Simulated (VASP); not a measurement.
# GaP (CsCl type) (Pm-3m) in VASP: further runs

GaP (CsCl type) is run at these levels: PBE; tasks: single point, relaxation of cell and atoms.

Everything below comes from runs of VASP 6.6.1. Logs are shortened: lines on timing, memory, paths and dates and some standing lists are left out, and cuts for length are marked.

**1. The cell of the first run**

It takes space group Pm-3m (No. 221, cubic). Conventional cell: a = 2.823 Å, b = 2.823 Å, c = 2.823 Å, α = 90.00°, β = 90.00°, γ = 90.00°. Within 3.2 Å of Ga (site symmetry m-3m) lie 8 P at 2.45 Å and 6 Ga at 2.82 Å. P (site symmetry m-3m) has 8 Ga at 2.45 Å and 6 P at 2.82 Å within 3.2 Å.

**2. Single point, PBE**

File INCAR:

```
SYSTEM = GaP
PREC     = Accurate       ! precision mode
ENCUT    = 520            ! plane-wave cutoff, eV
EDIFF    = 1E-6           ! SCF threshold, eV
ISMEAR   = -1             ! smearing method
SIGMA    = 0.1            ! smearing width, eV
LREAL    = .FALSE.        ! projectors in reciprocal space
LASPH    = .TRUE.         ! aspherical terms in the spheres
NELM     = 80             ! most SCF steps
ALGO     = Normal         ! electronic algorithm
ISIF     = 2              ! what is computed and relaxed
LWAVE    = .FALSE.        ! write WAVECAR
LCHARG   = .FALSE.        ! write CHGCAR
GGA      = PE             ! functional
NBANDS   = 16             ! bands
```

File KPOINTS:

```
Automatic mesh
0
G
  16 16 16
  0 0 0
```

File POSCAR:

```
GaP
1.0
    2.8234357211      0.0000000000      0.0000000000
    0.0000000000      2.8234357211      0.0000000000
    0.0000000000      0.0000000000      2.8234357211
Ga P
1 1
Direct
    0.0000000000      0.0000000000      0.0000000000
    0.5000000000      0.5000000000      0.5000000000
```

Potentials or basis: VASP PAW PBE potentials, release 64 (Ga_d, P).

The run is started by

```sh
cat potpaw_PBE.64/Ga_d/POTCAR potpaw_PBE.64/P/POTCAR > POTCAR
mpirun -np 1 vasp_std > vasp.out
```

OUTCAR:

```text
SYSTEM = GaP
   PREC = Accurate
   ENCUT = 520
   EDIFF = 1E-6
   ISMEAR = -1
   LREAL = .FALSE.
   LASPH = .TRUE.
   NELM = 80
   ISIF = 2
   GGA = PE

 ion  position               nearest neighbor table
   1  0.000  0.000  0.000-   2 2.45   2 2.45   2 2.45   2 2.45   2 2.45   2 2.45   2 2.45   2 2.45

   2  0.500  0.500  0.500-   1 2.45   1 2.45   1 2.45   1 2.45   1 2.45   1 2.45   1 2.45   1 2.45

  LATTYP: Found a simple cubic cell.
 ALAT       =     2.8234357211

  Lattice vectors:

 A1 = (   2.8234357211,   0.0000000000,   0.0000000000)
 A2 = (   0.0000000000,   2.8234357211,   0.0000000000)
 A3 = (   0.0000000000,   0.0000000000,   2.8234357211)

Analysis of symmetry for initial positions (statically):
=====================================================================
 Subroutine PRICEL returns:
 Original cell was already a primitive cell.

 Routine SETGRP: Setting up the symmetry group for a
 simple cubic supercell.

 Subroutine GETGRP returns: Found 48 space group operations
[... 9 lines left out ...]

 Routine SETGRP: Setting up the symmetry group for a
 simple cubic supercell.

 Subroutine GETGRP returns: Found 48 space group operations
[... 11 lines left out ...]
                                     Primitive cell

  volume of cell :      22.5078

  direct lattice vectors                    reciprocal lattice vectors
     2.823435721  0.000000000  0.000000000     0.354178419  0.000000000  0.000000000
     0.000000000  2.823435721  0.000000000     0.000000000  0.354178419  0.000000000
     0.000000000  0.000000000  2.823435721     0.000000000  0.000000000  0.354178419

  length of vectors
     2.823435721  2.823435721  2.823435721     0.354178419  0.354178419  0.354178419

  position of ions in fractional coordinates (direct lattice)
[... 8 lines left out ...]
----------------------------------------------------------------------------------------

 KPOINTS: Automatic mesh

Automatic generation of k-mesh.
 Grid dimensions read from file:
 generate k-points for:   16   16   16

 Generating k-lattice:

  Cartesian coordinates                     Fractional coordinates (reciprocal lattice)
     0.022136151  0.000000000  0.000000000     0.062500000  0.000000000  0.000000000
     0.000000000  0.022136151  0.000000000     0.000000000  0.062500000  0.000000000
     0.000000000  0.000000000  0.022136151     0.000000000  0.000000000  0.062500000

  Length of vectors
     0.022136151  0.022136151  0.022136151

  Shift w.r.t. Gamma in fractional coordinates (k-lattice)
     0.000000000  0.000000000  0.000000000

 Subroutine IBZKPT returns following result:
 ===========================================

 Found    165 irreducible k-points:

 Following reciprocal coordinates:
            Coordinates               Weight
  0.000000  0.000000  0.000000      1.000000
  0.062500  0.000000  0.000000      6.000000
  0.125000  0.000000  0.000000      6.000000
  0.187500  0.000000  0.000000      6.000000
  0.250000  0.000000  0.000000      6.000000
  0.312500  0.000000  0.000000      6.000000
[... 16 lines left out ...]
  0.437500  0.125000  0.000000     24.000000
  0.500000  0.125000  0.000000     12.000000
 [... further k-points ...]
   k-points           NKPTS =    165   k-points in BZ     NKDIM =    165   number of bands    NBANDS=     16
   number of dos      NEDOS =    301   number of ions     NIONS =      2
   total plane-waves  NPLWV =  13824
   dimension x,y,z NGX =    24 NGY =   24 NGZ =   24
   dimension x,y,z NGXF=    48 NGYF=   48 NGZF=   48
   ions per type =               1   1
   NGX,Y,Z   is equivalent  to a cutoff of  14.13, 14.13, 14.13 a.u.
   NGXF,Y,Z  is equivalent  to a cutoff of  28.26, 28.26, 28.26 a.u.
 SYSTEM =  GaP
   PREC   = accura    normal or accurate (medium, high low for compatibility)
   ISTART =      0    job   : 0-new  1-cont  2-samecut
   ICHARG =      2    charge: 1-file 2-atom 10-const
   ISPIN  =      1    spin polarized calculation?
   LNONCOLLINEAR =      F non collinear calculations
   LSORBIT =      F    spin-orbit coupling
   LASPH  =      T    aspherical Exc in radial PAW
   ENCUT  =  520.0 eV  38.22 Ry    6.18 a.u.   5.25  5.25  5.25*2*pi/ulx,y,z
   NELM   =     80;   NELMIN=  2; NELMDL= -5     # of ELM steps
   EDIFF  = 0.1E-05   stopping-criterion for ELM
   LREAL  =      F    real-space projection
   EDIFFG = 0.1E-04   stopping-criterion for IOM
   NSW    =      0    number of steps for IOM
   IBRION =     -1    ionic relax: 0-MD 1-quasi-New 2-CG
   NFREE  =      0    steps in history (QN), initial steepest desc. (CG)
   ISIF   =      2    stress and relaxation
   ISYM   =      2    0-nonsym 1-usesym 2-fastsym
   POTIM  = 0.5000    time-step for ionic-motion
   TEBEG  =    0.0;   TEEND  =   0.0 temperature during run
   PSTRESS=    0.0 pullay stress
   NELECT =      18.0000    total number of electrons
   NUPDOWN=      -1.0000    fix difference up-down
   EMIN   =  10.00;   EMAX   =-10.00  energy-range for DOS
   EFERMI =   0.00;   METHOD = LEGACY
   ISMEAR =    -1;   SIGMA  =   0.10  broadening in eV -4-tet -1-fermi 0-gaus
   EFERMI_NEDOS =   21; number of points for ismear=-14 and -15
   IALGO  =     38    algorithm
   IMIX   =      4    mixing-type and parameters
     AMIX     =   0.40;   BMIX     =  1.00
     AMIX_MAG =   1.60;   BMIX_MAG =  1.00
  volume/ion in A,a.u.               =      11.25        75.95
  Fermi-wavevector in a.u.,A,eV,Ry     =   1.519571  2.871573 31.417173  2.309097
  Thomas-Fermi vector in A             =   2.628539
   LORBIT       =      0    0 simple, 1 ext, 2 COOP (PROOUT), +10 PAW based schemes
   GGA     = PE    functional components
   LHFCALC =     F    Hartree Fock is set to
   AEXX    =    0.0000 exact exchange contribution
   IVDW    =     0    specifies the selected vdW correction
   LEPSILON=     F    determine dielectric tensor
   LRPA    =     F    only Hartree local field effects (RPA)
 non-spin polarized calculation
  energy-cutoff  :      520.00
  volume of cell :       22.51
 maximum number of plane-waves:       624
 NGX is ok and might be reduce to    24
   NGX = 11   NGY = 11   NGZ = 11

 number of electron      17.9999994 magnetization

 Free energy of the ion-electron system (eV)
  ---------------------------------------------------
  ext. energy  EPLUGINS =         0.00000000
  ---------------------------------------------------
  free energy    TOTEN  =        -6.00513749 eV

  energy without entropy =       -5.98285365  energy(sigma->0) =       -5.99399557

 E-fermi :  12.5819     XC(G=0): -13.2433

 val. band max:       12.5793625488   @ k =   0.3750   0.3125   0.2500
 cond. band min:      12.5828784442   @ k =   0.4375   0.2500   0.1875
 fundamental gap:      0.0035158953
 Fermi energy:        12.5819045930

 k-point     1 :       0.0000    0.0000    0.0000
  band No.  band energies     occupation
      1      -5.1137      2.00000
      2      -3.0692      2.00000
      3      -3.0692      2.00000
      4      -2.6384      2.00000
      5      -2.6384      2.00000
      6      -2.6384      2.00000
[... 8 lines left out ...]
     15      28.2356      0.00000
     16      28.6922      0.00000

 k-point     2 :       0.0625    0.0000    0.0000
  band No.  band energies     occupation
      1      -5.0428      2.00000
      2      -3.0668      2.00000
      3      -3.0588      2.00000
      4      -2.6457      2.00000
      5      -2.6457      2.00000
      6      -2.6375      2.00000
[... 8 lines left out ...]
     15      27.8464      0.00000
     16      28.7206      0.00000

 k-point     3 :       0.1250    0.0000    0.0000
  band No.  band energies     occupation
      1      -4.8312      2.00000
      2      -3.0597      2.00000
      3      -3.0282      2.00000
      4      -2.6664      2.00000
      5      -2.6664      2.00000
      6      -2.6352      2.00000
[... 8 lines left out ...]
     15      26.9146      0.00000
     16      28.8032      0.00000

 k-point     4 :       0.1875    0.0000    0.0000
  band No.  band energies     occupation
      1      -4.4838      2.00000
      2      -3.0491      2.00000
      3      -2.9790      2.00000
      4      -2.6971      2.00000
      5      -2.6971      2.00000
      6      -2.6317      2.00000
[... 8 lines left out ...]
     15      25.8354      0.00000
     16      28.4093      0.00000

 k-point     5 :       0.2500    0.0000    0.0000
  band No.  band energies     occupation
      1      -4.0141      2.00000
      2      -3.0365      2.00000
      3      -2.9089      2.00000
      4      -2.7329      2.00000
      5      -2.7329      2.00000
      6      -2.6275      2.00000
[... 8 lines left out ...]
     15      25.2592      0.00000
     16      26.8259      0.00000

 k-point     6 :       0.3125    0.0000    0.0000
  band No.  band energies     occupation
      1      -3.4728      2.00000
      2      -3.0240      2.00000
      3      -2.7851      2.00000
      4      -2.7683      2.00000
      5      -2.7683      2.00000
      6      -2.6234      2.00000
[... 8 lines left out ...]
     15      25.4529      0.00000
     16      26.6566      0.00000

 k-point     7 :       0.3750    0.0000    0.0000
  band No.  band energies     occupation
      1      -3.0826      2.00000
      2      -3.0133      2.00000
      3      -2.7979      2.00000
      4      -2.7979      2.00000
      5      -2.6198      2.00000
      6      -2.4193      2.00000
[... 8 lines left out ...]
     15      24.3393      0.00000
     16      29.0012      0.00000

 k-point     8 :       0.4375    0.0000    0.0000
  band No.  band energies     occupation
      1      -3.0062      2.00000
      2      -2.9632      2.00000
      3      -2.8175      2.00000
      4      -2.8175      2.00000
      5      -2.6175      2.00000
      6      -1.7861      2.00000
[... 8 lines left out ...]
     15      23.5766      0.00000
     16      29.5407      0.00000

 k-point     9 :       0.5000    0.0000    0.0000
  band No.  band energies     occupation
      1      -3.0037      2.00000
      2      -2.9369      2.00000
      3      -2.8244      2.00000
      4      -2.8244      2.00000
      5      -2.6166      2.00000
      6      -1.4125      2.00000
[... 8 lines left out ...]
     15      23.2971      0.00000
     16      29.5818      0.00000
[... 172 lines left out ...]
 k-point    19 :       0.1875    0.1250    0.0000
  band No.  band energies     occupation
      1      -4.2251      2.00000
      2      -3.0215      2.00000
      3      -2.9578      2.00000
      4      -2.7001      2.00000
      5      -2.6936      2.00000
      6      -2.6574      2.00000
[... 8 lines left out ...]
     15      26.3484      0.00000
     16      26.7273      0.00000

 k-point    20 :       0.2500    0.1250    0.0000
  band No.  band energies     occupation
      1      -3.7945      2.00000
      2      -3.0087      2.00000
      3      -2.9037      2.00000
      4      -2.7282      2.00000
      5      -2.6804      2.00000
      6      -2.6529      2.00000
[... 8 lines left out ...]
     15      25.6397      0.00000
     16      26.8962      0.00000

 k-point    21 :       0.3125    0.1250    0.0000
  band No.  band energies     occupation
      1      -3.3624      2.00000
      2      -2.9968      2.00000
      3      -2.8734      2.00000
      4      -2.7626      2.00000
      5      -2.6481      2.00000
      6      -2.5097      2.00000
[... 8 lines left out ...]
     15      26.5959      0.00000
     16      27.2217      0.00000

 k-point    22 :       0.3750    0.1250    0.0000
  band No.  band energies     occupation
      1      -3.1104      2.00000
      2      -2.9872      2.00000
      3      -2.8707      2.00000
      4      -2.7915      2.00000
      5      -2.6441      2.00000
      6      -2.0288      2.00000
[... 8 lines left out ...]
     15      26.4874      0.00000
     16      27.5874      0.00000

 k-point    23 :       0.4375    0.1250    0.0000
  band No.  band energies     occupation
      1      -3.0228      2.00000
      2      -2.9815      2.00000
      3      -2.8694      2.00000
      4      -2.8106      2.00000
      5      -2.6414      2.00000
      6      -1.3625      2.00000
[... 8 lines left out ...]
     15      25.7883      0.00000
     16      27.8879      0.00000

 k-point    24 :       0.5000    0.1250    0.0000
  band No.  band energies     occupation
      1      -3.0029      2.00000
      2      -2.9799      2.00000
      3      -2.8672      2.00000
      4      -2.8173      2.00000
      5      -2.6404      2.00000
      6      -0.9648      2.00000
[... 8 lines left out ...]
     15      25.5217      0.00000
     16      28.0077      0.00000

 [... further k-points ...]
[... 5 lines left out ...]
  --------------------------------------------------------------------------------------
  -------------------------------------------------------------------------------------
  Total        9.8545706      9.8545706      9.8545706      0.0000000     -0.0000000     -0.0000000
  in kB      701.4788391    701.4788391    701.4788391      0.0000000     -0.0000000     -0.0000000
  external PRESSURE =     701.4788391 kB  Pullay stress =       0.0000000 kB

 VOLUME and BASIS-vectors are now :
 -----------------------------------------------------------------------------
  energy-cutoff  :      520.00
  volume of cell :       22.51
      direct lattice vectors                 reciprocal lattice vectors
     2.823435721  0.000000000  0.000000000     0.354178419  0.000000000  0.000000000
     0.000000000  2.823435721  0.000000000     0.000000000  0.354178419  0.000000000
     0.000000000  0.000000000  2.823435721     0.000000000  0.000000000  0.354178419

 POSITION                                       TOTAL-FORCE (eV/Angst)
 -----------------------------------------------------------------------------------
      0.00000      0.00000      0.00000         0.000000      0.000000      0.000000
      1.41172      1.41172      1.41172         0.000000      0.000000      0.000000
 -----------------------------------------------------------------------------------
    total drift:                                0.000000      0.000000      0.000000

  FREE ENERGIE OF THE ION-ELECTRON SYSTEM (eV)
  ---------------------------------------------------
  free  energy   TOTEN  =        -6.0051374917 eV

  energy  without entropy=       -5.9828536493  energy(sigma->0) =       -5.99399557
```

It took 22 s on 1 thread of AMD EPYC 9R45 (Zen 5), shared host; peak memory 0.15 GiB.

What came out:

```
Free energy            : -6.0051 eV
Pressure               : 70.1 GPa
Band gap on the k mesh : zero (band 9 reaches 14.81 eV, above the bottom of band 10 at 9.62 eV)
```

[end of part 1 of 2]
